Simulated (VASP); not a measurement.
# HfN (R-3m) in VASP: single point with PBE

Aim: the single point of HfN with PBE.

All numbers are computed with VASP 6.6.1; they aren't measurements. Logs are shortened: lines on timing, memory, paths and dates and some standing lists are left out, and cuts for length are marked.

## Step 1: The cell of the first run

It takes space group R-3m (No. 166, trigonal). The conventional cell has a = 3.126 Å, b = 3.126 Å, c = 8.127 Å, α = 90.00°, β = 90.00°, γ = 120.00°. Within 3.0 Å of Hf (site symmetry -3m) lie 6 N at 2.26 Å. Within 3.0 Å of N (site symmetry -3m) lie 6 Hf at 2.26 Å.

## Step 2: Single point, PBE (equal xy, yz and zx shear strains of +4 %)

INCAR

```
SYSTEM = HfN
PREC = Accurate
ENCUT = 520
EDIFF = 1E-7
ISMEAR = -1
SIGMA = 0.05
LREAL = .FALSE.
LASPH = .TRUE.
NELM = 100
ALGO = Normal
ISIF = 2
LWAVE = .FALSE.
LCHARG = .FALSE.
GGA = PE
NBANDS = 14
```

KPOINTS

```
Automatic mesh
0
G
  16 16 16
  0 0 0
```

POSCAR

```
HfN
1.0
    0.0902344050      2.3009773268      2.3009773268
    2.3009773268      0.0902344050      2.3009773268
    2.3009773268      2.3009773268      0.0902344050
Hf N
1 1
Direct
    0.0000000000      0.0000000000      0.0000000000
    0.5000000000      0.5000000000      0.5000000000
```

Potentials or basis: VASP PAW PBE potentials, release 64 (Hf_pv, N).

Command:

```bash
> cat potpaw_PBE.64/Hf_pv/POTCAR potpaw_PBE.64/N/POTCAR > POTCAR
> mpirun -np 1 vasp_std > vasp.out
```

OUTCAR:

```text
SYSTEM = HfN
   PREC = Accurate
   ENCUT = 520
   EDIFF = 1E-7
   ISMEAR = -1
   LREAL = .FALSE.
   LASPH = .TRUE.
   NELM = 100
   ISIF = 2
   GGA = PE

 ion  position               nearest neighbor table
   1  0.000  0.000  0.000-   2 2.26   2 2.26   2 2.26   2 2.26   2 2.26   2 2.26
   2  0.500  0.500  0.500-   1 2.26   1 2.26   1 2.26   1 2.26   1 2.26   1 2.26

  LATTYP: Found a trigonal (rhomboedric) cell.
 ALAT       =     3.2553241873
 COS(alpha) =     0.5388013830

  Lattice vectors:

 A1 = (   0.0902344050,   2.3009773268,   2.3009773268)
 A2 = (   2.3009773268,   0.0902344050,   2.3009773268)
 A3 = (   2.3009773268,   2.3009773268,   0.0902344050)

Analysis of symmetry for initial positions (statically):
=====================================================================
 Subroutine PRICEL returns:
 Original cell was already a primitive cell.

 Routine SETGRP: Setting up the symmetry group for a
 trigonal (rhombohedral) supercell.

 Subroutine GETGRP returns: Found 12 space group operations
 (whereof 12 operations were pure point group operations)
 out of a pool of 12 trial point group operations.

The static configuration has the point symmetry D_3d.

Analysis of symmetry for dynamics (positions and initial velocities):
=====================================================================
 Subroutine PRICEL returns:
 Original cell was already a primitive cell.

 Routine SETGRP: Setting up the symmetry group for a
 trigonal (rhombohedral) supercell.

 Subroutine GETGRP returns: Found 12 space group operations
 (whereof 12 operations were pure point group operations)
 out of a pool of 12 trial point group operations.

The dynamic configuration has the point symmetry D_3d.

 Subroutine INISYM returns: Found 12 space group operations
 (whereof 12 operations are pure point group operations),
 and found     1 'primitive' translations

----------------------------------------------------------------------------------------

                                     Primitive cell

  volume of cell :      22.9325

  direct lattice vectors                    reciprocal lattice vectors
     0.090234405  2.300977327  2.300977327    -0.230517705  0.221818924  0.221818924
     2.300977327  0.090234405  2.300977327     0.221818924 -0.230517705  0.221818924
     2.300977327  2.300977327  0.090234405     0.221818924  0.221818924 -0.230517705

  length of vectors
     3.255324187  3.255324187  3.255324187     0.389288687  0.389288687  0.389288687

  position of ions in fractional coordinates (direct lattice)
     0.000000000  0.000000000  0.000000000
     0.500000000  0.500000000  0.500000000

  ion indices of the primitive-cell ions
   primitive index   ion index
                 1           1
                 2           2

----------------------------------------------------------------------------------------

 KPOINTS: Automatic mesh

Automatic generation of k-mesh.
 Grid dimensions read from file:
 generate k-points for:   16   16   16

 Generating k-lattice:

  Cartesian coordinates                     Fractional coordinates (reciprocal lattice)
    -0.014407357  0.013863683  0.013863683     0.062500000  0.000000000  0.000000000
     0.013863683 -0.014407357  0.013863683     0.000000000  0.062500000  0.000000000
     0.013863683  0.013863683 -0.014407357     0.000000000  0.000000000  0.062500000

  Length of vectors
     0.024330543  0.024330543  0.024330543

  Shift w.r.t. Gamma in fractional coordinates (k-lattice)
     0.000000000  0.000000000  0.000000000

 Subroutine IBZKPT returns following result:
 ===========================================

 Found    417 irreducible k-points:

 Following reciprocal coordinates:
            Coordinates               Weight
  0.000000  0.000000  0.000000      1.000000
  0.062500  0.000000  0.000000      6.000000
  0.125000  0.000000  0.000000      6.000000
  0.187500  0.000000 -0.000000      6.000000
  0.250000  0.000000  0.000000      6.000000
  0.312500  0.000000  0.000000      6.000000
[... 16 lines left out ...]
 -0.125000  0.062500 -0.000000     12.000000
 -0.062500  0.062500  0.000000      6.000000
 [... further k-points ...]
   k-points           NKPTS =    417   k-points in BZ     NKDIM =    417   number of bands    NBANDS=     14
   number of dos      NEDOS =    301   number of ions     NIONS =      2
   total plane-waves  NPLWV =  13824
   dimension x,y,z NGX =    24 NGY =   24 NGZ =   24
   dimension x,y,z NGXF=    48 NGYF=   48 NGZF=   48
   ions per type =               1   1
   NGX,Y,Z   is equivalent  to a cutoff of  12.26, 12.26, 12.26 a.u.
   NGXF,Y,Z  is equivalent  to a cutoff of  24.51, 24.51, 24.51 a.u.
 SYSTEM =  HfN
   PREC   = accura    normal or accurate (medium, high low for compatibility)
   ISTART =      0    job   : 0-new  1-cont  2-samecut
   ICHARG =      2    charge: 1-file 2-atom 10-const
   ISPIN  =      1    spin polarized calculation?
   LNONCOLLINEAR =      F non collinear calculations
   LSORBIT =      F    spin-orbit coupling
   LASPH  =      T    aspherical Exc in radial PAW
   ENCUT  =  520.0 eV  38.22 Ry    6.18 a.u.   6.05  6.05  6.05*2*pi/ulx,y,z
   NELM   =    100;   NELMIN=  2; NELMDL= -5     # of ELM steps
   EDIFF  = 0.1E-06   stopping-criterion for ELM
   LREAL  =      F    real-space projection
   EDIFFG = 0.1E-05   stopping-criterion for IOM
   NSW    =      0    number of steps for IOM
   IBRION =     -1    ionic relax: 0-MD 1-quasi-New 2-CG
   NFREE  =      0    steps in history (QN), initial steepest desc. (CG)
   ISIF   =      2    stress and relaxation
   ISYM   =      2    0-nonsym 1-usesym 2-fastsym
   POTIM  = 0.5000    time-step for ionic-motion
   TEBEG  =    0.0;   TEEND  =   0.0 temperature during run
   PSTRESS=    0.0 pullay stress
   NELECT =      15.0000    total number of electrons
   NUPDOWN=      -1.0000    fix difference up-down
   EMIN   =  10.00;   EMAX   =-10.00  energy-range for DOS
   EFERMI =   0.00;   METHOD = LEGACY
   ISMEAR =    -1;   SIGMA  =   0.05  broadening in eV -4-tet -1-fermi 0-gaus
   EFERMI_NEDOS =   21; number of points for ismear=-14 and -15
   IALGO  =     38    algorithm
   IMIX   =      4    mixing-type and parameters
     AMIX     =   0.40;   BMIX     =  1.00
     AMIX_MAG =   1.60;   BMIX_MAG =  1.00
  volume/ion in A,a.u.               =      11.47        77.38
  Fermi-wavevector in a.u.,A,eV,Ry     =   1.421089  2.685469 27.476880  2.019494
  Thomas-Fermi vector in A             =   2.541935
   LORBIT       =      0    0 simple, 1 ext, 2 COOP (PROOUT), +10 PAW based schemes
   GGA     = PE    functional components
   LHFCALC =     F    Hartree Fock is set to
   AEXX    =    0.0000 exact exchange contribution
   IVDW    =     0    specifies the selected vdW correction
   LEPSILON=     F    determine dielectric tensor
   LRPA    =     F    only Hartree local field effects (RPA)
 non-spin polarized calculation
  energy-cutoff  :      520.00
  volume of cell :       22.93
 maximum number of plane-waves:       633
   NGX = 13   NGY = 13   NGZ = 13

 number of electron      15.0000000 magnetization

 Free energy of the ion-electron system (eV)
  ---------------------------------------------------
  ext. energy  EPLUGINS =         0.00000000
  ---------------------------------------------------
  free energy    TOTEN  =       -21.71308430 eV

  energy without entropy =      -21.70800563  energy(sigma->0) =      -21.71054497

 E-fermi :   8.4145     XC(G=0): -12.7613

 val. band max:        8.3918204050   @ k =  -0.0625   0.0625   0.0000
 cond. band min:       8.4188633047   @ k =  -0.3750  -0.3750   0.3125
 fundamental gap:      0.0270428997
 Fermi energy:         8.4144781247

 k-point     1 :       0.0000    0.0000    0.0000
  band No.  band energies     occupation
      1     -22.7636      2.00000
      2     -22.6796      2.00000
      3     -22.6796      2.00000
      4      -9.0997      2.00000
      5       5.1989      2.00000
      6       5.5353      2.00000
      7       5.5353      2.00000
      8       7.3819      2.00000
      9       8.3493      1.57295
     10       8.3493      1.57295
     11      10.4192      0.00000
     12      10.4762      0.00000
     13      10.4762      0.00000
     14      18.0526      0.00000

 k-point     2 :       0.0625    0.0000    0.0000
  band No.  band energies     occupation
      1     -22.7707      2.00000
      2     -22.7182      2.00000
      3     -22.6846      2.00000
      4      -9.0068      2.00000
      5       4.9312      2.00000
      6       5.1500      2.00000
      7       5.3091      2.00000
      8       7.5308      2.00000
      9       8.4204      0.94038
     10       8.4753      0.45703
     11      10.7141      0.00000
     12      10.7897      0.00000
     13      10.7978      0.00000
     14      18.3910      0.00000

 k-point     3 :       0.1250    0.0000    0.0000
  band No.  band energies     occupation
      1     -22.8544      2.00000
      2     -22.7624      2.00000
      3     -22.6985      2.00000
      4      -8.7401      2.00000
      5       4.1809      2.00000
      6       4.4052      2.00000
      7       4.7768      2.00000
      8       7.9088      1.99992
      9       8.5495      0.12582
     10       8.8310      0.00048
     11      11.4503      0.00000
     12      11.5948      0.00000
     13      11.6333      0.00000
     14      19.3227      0.00000
[... 324 lines left out ...]
 k-point    23 :      -0.1250    0.0625   -0.0000
  band No.  band energies     occupation
      1     -22.9278      2.00000
      2     -22.7757      2.00000
      3     -22.7183      2.00000
      4      -8.5477      2.00000
      5       3.5891      2.00000
      6       3.9641      2.00000
      7       4.7060      2.00000
      8       8.0519      1.99858
      9       8.4882      0.37271
     10       9.3891      0.00000
     11      11.0548      0.00000
     12      12.4562      0.00000
     13      12.5824      0.00000
     14      20.0216      0.00000

 k-point    24 :      -0.0625    0.0625    0.0000
  band No.  band energies     occupation
      1     -22.7901      2.00000
      2     -22.7683      2.00000
      3     -22.6987      2.00000
      4      -8.8562      2.00000
      5       4.5046      2.00000
      6       4.5709      2.00000
      7       5.1620      2.00000
      8       7.6792      2.00000
      9       8.3918      1.22278
     10       8.8332      0.00046
     11      10.6130      0.00000
     12      11.4972      0.00000
     13      11.5336      0.00000
     14      18.9541      0.00000

 [... further k-points ...]

------------------------ aborting loop because EDIFF is reached ----------------------------------------

  FORCE on cell =-STRESS in cart. coord.  units (eV):
  Direction    XX          YY          ZZ          XY          YZ          ZX
  --------------------------------------------------------------------------------------
  -------------------------------------------------------------------------------------
  Total        0.6755852      0.6755852      0.6755852     -0.7221561     -0.7221561     -0.7221561
  in kB       47.1996447     47.1996447     47.1996447    -50.4533143    -50.4533143    -50.4533143
  external PRESSURE =      47.1996447 kB  Pullay stress =       0.0000000 kB

 VOLUME and BASIS-vectors are now :
 -----------------------------------------------------------------------------
  energy-cutoff  :      520.00
  volume of cell :       22.93
      direct lattice vectors                 reciprocal lattice vectors
     0.090234405  2.300977327  2.300977327    -0.230517705  0.221818924  0.221818924
     2.300977327  0.090234405  2.300977327     0.221818924 -0.230517705  0.221818924
     2.300977327  2.300977327  0.090234405     0.221818924  0.221818924 -0.230517705

 POSITION                                       TOTAL-FORCE (eV/Angst)
 -----------------------------------------------------------------------------------
      0.00000      0.00000      0.00000         0.000000     -0.000000      0.000000
      2.34609      2.34609      2.34609        -0.000000      0.000000     -0.000000
 -----------------------------------------------------------------------------------
    total drift:                                0.000000     -0.000000     -0.000000

  FREE ENERGIE OF THE ION-ELECTRON SYSTEM (eV)
  ---------------------------------------------------
  free  energy   TOTEN  =       -21.7130843011 eV

  energy  without entropy=      -21.7080056289  energy(sigma->0) =      -21.71054497
```

Wall time 44 s (1 thread of Intel Xeon 6975P-C (Granite Rapids), shared host); peak memory 0.25 GiB.

Results:

* Free energy: -21.7131 eV
* Pressure: 4.7 GPa
* Band gap on the k mesh: zero (an odd number of electrons rules out a gap without spin polarisation)

Caveat: the cell differs from its parent crystal (equal xy, yz and zx shear strains of +4 %); the cell stands under pressure; spin-orbit coupling is left out, which moves the levels of the heavy elements.

The gap in the log of VASP goes by the Fermi energy; the results here count the filled bands.